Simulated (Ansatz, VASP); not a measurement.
# Two plane-wave programs on Hf

Contents of POSCAR:

```
Hf
1.0
    3.1987335297      0.0000000000      0.0000000000
   -1.5993667648      2.7701844966      0.0000000000
    0.0000000000      0.0000000000      5.0505021987
Hf
2
Direct
    0.3333333333      0.6666666667      0.2500000000
    0.6666666667      0.3333333333      0.7500000000
```

INCAR.step1

```
SYSTEM = Hf
PREC = Accurate ; ENCUT = 520
ISMEAR = 1 ; SIGMA = 0.1
LREAL = .False. ; LASPH = .True.
NELM = 100 ; NBANDS = 17
GGA = PE ; ALGO = Normal
EDIFF = 1E-4 ; LWAVE = .True.
LCHARG = .False.
```

The input INCAR.step2:

```
SYSTEM = Hf
PREC = Accurate ; ENCUT = 520
EDIFF = 1E-6 ; ISMEAR = 1
SIGMA = 0.1 ; LREAL = .False.
LASPH = .True. ; NELM = 100
ALGO = Normal ; ISIF = 2
LWAVE = .False. ; LCHARG = .False.
METAGGA = R2SCAN ; LMIXTAU = .True.
NBANDS = 17 ; ISTART = 1
```

The input KPOINTS:

```
Automatic mesh
0
Gamma
  11 11 6
  0 0 0
```

Input for Ansatz:

```yaml
crystal:
  lattice:
    - [3.1987335297, 0.0, 0.0]
    - [-1.5993667648, 2.7701844966, 0.0]
    - [0.0, 0.0, 5.0505021987]
  atoms:
    - { symbol: Hf, position: [0.3333333333, 0.6666666667, 0.25] }
    - { symbol: Hf, position: [0.6666666667, 0.3333333333, 0.75] }
hamiltonian:
  xc: r2scan
  pseudopotentials:
    kind: paw
    azcp:
      Hf: "pseudopotentials/Hf.paw.azcp"
basis:
  ecutwfc: 500
  fft_grid_basis: typed
kpoints:
  mp_grid: { grid: [11, 11, 6], shift: [0, 0, 0] }
magnetization:
  spin_polarized: false
scf:
  occupations: { method: cold, width: 0.1 }
  lower_state_search: "off"
output:
  stress: true
```

Alike in both runs: task single point; functional r2SCAN; k mesh 11 × 11 × 6; no spin polarisation.

```csv
,VASP,Ansatz
version,VASP 6.6.1,Ansatz 0.2.0
potentials or method,"VASP PAW PBE potentials, release 64 (Hf_pv), cutoff 520 eV","plane waves (500 eV) with PAW, scalar-relativistic"
occupations,"methfessel-paxton of order 1, width 0.1 eV","cold, width 0.1 eV"
valence electrons in the cell,20,52
```

Ansatz gave:

* pressure (GPa): 0.1
* traceless stress, the component that is largest in VASP (GPa): 0.06

Problem. Which values does VASP return?

Solution. Pressure (GPa): -0.5; traceless stress, the component that is largest in VASP (GPa): -0.09.

VASP's potentials were made for PBE, not for r2SCAN. VASP's potentials hold 20 valence electrons a cell and Ansatz's 52, so a difference there can come from the potentials and not from the codes.

Neither program's run includes spin-orbit coupling.
